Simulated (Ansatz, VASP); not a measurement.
**One calculation of CdS, two programs**

```
Cd S
1.0
     4.25126    0.00000    0.00000
    -2.12563    3.68170    0.00000
     0.00000    0.00000    6.90138
Cd S
2 2
Direct
  0.33333 0.66667 0.00000
  0.66667 0.33333 0.50000
  0.33333 0.66667 0.37500
  0.66667 0.33333 0.87500
```

Alike in both runs: task single point; functional PBE; k mesh 6 × 6 × 4; no spin polarisation.

|  | VASP | Ansatz |
| --- | --- | --- |
| version | VASP 6.6.1 | Ansatz 0.2.0 |
| potentials or method | VASP PAW PBE potentials, release 64 (Cd, S), cutoff 520 eV | plane waves, PAW |
| occupations | methfessel-paxton of order 1, width 0.05 eV | cold, width 0.05 eV |
| valence electrons in the cell | 36 | 52 |

|  | VASP | Ansatz | Ansatz less VASP |
| --- | --- | --- | --- |
| pressure (GPa) | -1.5 | -1.8 | -0.25 |
| traceless stress, the component that is largest in VASP (GPa) | 0.29 | 0.28 | -0.013 |

VASP's potentials hold 36 valence electrons a cell and Ansatz's 52, so a difference there can come from the potentials and not from the codes.
